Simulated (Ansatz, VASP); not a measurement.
Hf in VASP and in Ansatz

The input INCAR:

```
SYSTEM = Hf
  ALGO = Fast
  EDIFF = 1E-6
  ENCUT = 520
  GGA = PS
  ISIF = 2
  ISMEAR = 0
  LASPH = .True.
  LCHARG = .False.
  LREAL = .False.
  LWAVE = .False.
  NBANDS = 17
  NELM = 60
  PREC = Accurate
  SIGMA = 0.15
```

KPOINTS

```
k-points
0
Gamma
  18 18 10
  0 0 0
```

POSCAR

```
Hf
1.0
    2.9232487641      0.0000000000      0.0000000000
   -1.4616243821      2.5316076913      0.0000000000
    0.0000000000      0.0000000000      5.7456581652
Hf
2
Direct
    0.3333333333      0.6666666667      0.2500000000
    0.6666666667      0.3333333333      0.7500000000
```

Input for Ansatz:

```yaml
crystal:
  lattice:
    - [2.9232487641, 0.0, 0.0]
    - [-1.4616243821, 2.5316076913, 0.0]
    - [0.0, 0.0, 5.7456581652]
  atoms:
    - { symbol: Hf, position: [0.3333333333, 0.6666666667, 0.25] }
    - { symbol: Hf, position: [0.6666666667, 0.3333333333, 0.75] }
basis:
  ecutwfc: 420
kpoints:
  mp_grid: { grid: [18, 18, 10] }
hamiltonian:
  xc: pbesol
  pseudopotentials: { kind: paw }
scf:
  occupations: { method: gaussian, width: 0.15 }
output:
  forces: true
  stress: true
  eigenvalues: true
```

Change from the starting cell: strain +e along x and -e along y +0.0000, strain +e along z and -e/2 along x and y +0.1500.

Alike in both runs: task single point; functional PBEsol; k mesh 18 × 18 × 10; occupations gaussian, width 0.15 eV; no spin polarisation.

|  | VASP | Ansatz |
| --- | --- | --- |
| version | VASP 6.6.1 | Ansatz 0.2.0 |
| potentials or method | VASP PAW PBE potentials, release 64 (Hf_pv), cutoff 520 eV | scalar-relativistic, plane waves, PAW |
| valence electrons in the cell | 20 | 52 |

|  | VASP | Ansatz | Ansatz less VASP |
| --- | --- | --- | --- |
| gap on the k mesh at the Fermi level (eV) | none | none | - |
| pressure (GPa) | 1.7 | 1.9 | +0.19 |
| traceless stress, the component that is largest in VASP (GPa) | -11.40 | -11.42 | -0.018 |

VASP's potentials were made for PBE, not for PBEsol. A gap of «none» marks a metal or a gap that the smearing closes. VASP's potentials hold 20 valence electrons a cell and Ansatz's 52, so a difference there can come from the potentials and not from the codes.

Neither program's run includes spin-orbit coupling.
